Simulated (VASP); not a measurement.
A run of VASP 6.6.1 is set up as follows.

File INCAR:

```
SYSTEM = ScB4
PREC = Accurate
ENCUT = 520
EDIFF = 1E-6
ISMEAR = 0
SIGMA = 0.1
LREAL = .False.
LASPH = .True.
NELM = 60
ALGO = Normal
ISIF = 2
LWAVE = .False.
LCHARG = .True.
GGA = PE
LELF = .True.
LVHAR = .True.
NBANDS = 20
```

File KPOINTS:

```
regular mesh
0
Gamma
  12 12 10
  0 0 0
```

File POSCAR:

```
ScB4
1.0
    3.3581059032      0.0000000000      0.0000000000
    0.0000000000      3.3581059032      0.0000000000
    0.0000000000      0.0000000000      4.2692888957
Sc B
1 4
Direct
    0.0000000000      0.0000000000      0.5000000000
    0.5000000000      0.0000000000      0.0000000000
    0.0000000000      0.5000000000      0.0000000000
    0.5000000000      0.5000000000      0.0000000000
    0.5000000000      0.5000000000      0.5000000000
```

Potentials or basis: VASP PAW PBE potentials, release 64 (Sc_sv, B).

Launch:

```console
$ cat potpaw_PBE.64/Sc_sv/POTCAR potpaw_PBE.64/B/POTCAR > POTCAR
$ mpirun -np 1 vasp_std > vasp.out
```

What does it give for the pressure?

0.2 GPa.
